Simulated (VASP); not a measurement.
Au: single point with PBEsol

Crystal: Au.

```
Au
1.0
     1.52029   -2.75330    0.00000
     1.52029    2.75330    0.00000
     0.00000    0.00000    4.21681
Au
2
Cartesian
  1.5203 -0.9104 1.0542
  1.5203 0.9104 3.1626
```

This cell differs from its parent crystal: ratio of the length along z to the lengths across it x 0.8, volume and fractional coordinates fixed.

- Program: VASP 6.6.1
- Task: single point
- Functional: PBEsol
- Potentials or basis: VASP PAW PBE potentials, release 64 (Au)
- Cutoff: 520 eV
- k mesh: 22 × 22 × 12
- Occupations: gaussian, width 0.15 eV
- Spin: no spin polarisation

| Quantity | Value |
| --- | --- |
| Pressure | 0.1 GPa |
| Largest force | 0.133 eV/Å |
| Band gap on the k mesh | zero (bands 11 and 12 overlap by 5.71 eV) |

Forces on the atoms (eV/Å):
```
Au   0.000  0.133  0.000
Au   0.000 -0.133  0.000
```

Stress tensor (GPa, compression positive):
```
-3.76  0.00  0.00
 0.00 -4.08  0.00
 0.00  0.00  8.19
```

Levels at points of the mesh, in eV from the Fermi level:
```csv
k point,band 9,band 10,band 11,band 12,band 13,band 14
"(0.00, 0.00, 0.00)",-3.31,-1.96,-1.92,0.90,5.51,13.25
"(0.50, 0.00, 0.00)",-2.00,-1.25,-0.28,0.56,7.58,7.75
"(0.50, 0.50, 0.00)",-2.03,-1.26,-0.60,0.17,7.50,8.44
"(0.00, 0.00, 0.50)",-2.32,-2.32,-2.16,-2.16,13.32,13.32
"(0.50, 0.00, 0.50)",-2.09,-2.09,0.40,0.40,3.90,3.90
"(0.50, 0.50, 0.50)",-2.15,-2.15,0.03,0.03,3.50,3.50
```

Run time: 3.7 min on 1 thread of AMD EPYC 9R14 (Zen 4) (shared host), peak memory 0.51 GiB.

Caveat: the stress differs along the axes, from -4 to 8 GPa; the PAW data sets were made with another functional, which shifts forces and pressure a little; spin-orbit coupling is left out, which moves the levels of the heavy elements.
